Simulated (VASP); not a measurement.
Write the native input for VASP 6.6.1 that does the following.

```
Task                   : single point
Functional             : PBE
Potentials or basis    : VASP PAW PBE potentials, release 64 (Ge_d, I)
Cutoff                 : 520 eV
k mesh                 : 4 × 4 × 4
Occupations            : gaussian, width 0.1 eV
Spin                   : no spin polarisation
Dipole correction      : no
Further INCAR settings : ALGO = Normal; EDIFF = 1e-06; NBANDS = 40
```

The structure of Ge4I lies in POSCAR:

```
Ge4I
1.0
   -3.3055934254      3.3055934254      3.3055934254
    3.3055934254     -3.3055934254      3.3055934254
    3.3055934254      3.3055934254     -3.3055934254
Ge I
4 1
Direct
    0.0000000000      0.0000000000      0.5000000000
    0.0000000000      0.5000000000      0.0000000000
    0.5000000000      0.0000000000      0.0000000000
    0.5000000000      0.5000000000      0.5000000000
    0.0000000000      0.0000000000      0.0000000000
```

These files were run (other wordings do the same):

INCAR

```
SYSTEM = Ge4I
ALGO     = Normal         ! electronic algorithm
EDIFF    = 1E-6           ! SCF threshold, eV
ENCUT    = 520            ! plane-wave cutoff, eV
GGA      = PE             ! functional
ISIF     = 2              ! what is computed and relaxed
ISMEAR   = 0              ! smearing method
LASPH    = .TRUE.         ! aspherical terms in the spheres
LCHARG   = .FALSE.        ! write CHGCAR
LREAL    = .FALSE.        ! projectors in reciprocal space
LWAVE    = .FALSE.        ! write WAVECAR
NBANDS   = 40             ! bands
NELM     = 100            ! most SCF steps
PREC     = Accurate       ! precision mode
SIGMA    = 0.1            ! smearing width, eV
```

KPOINTS

```
k-points
0
G
  4 4 4
  0 0 0
```

Potentials or basis: VASP PAW PBE potentials, release 64 (Ge_d, I).

Launch:

```console
$ cat potpaw_PBE.64/Ge_d/POTCAR potpaw_PBE.64/I/POTCAR > POTCAR
$ mpirun -np 1 vasp_std > vasp.out
```

Results of the run:

```json
{"Pressure": "0.2 GPa"}
```

Caveat: an odd number of electrons without spin polarisation forces a metal; a magnetic or distorted state may lie lower.

Run time: 57 s on 1 thread of AMD EPYC 9R45 96-Core Processor (Zen 5), on a shared host, peak memory 0.29 GiB.
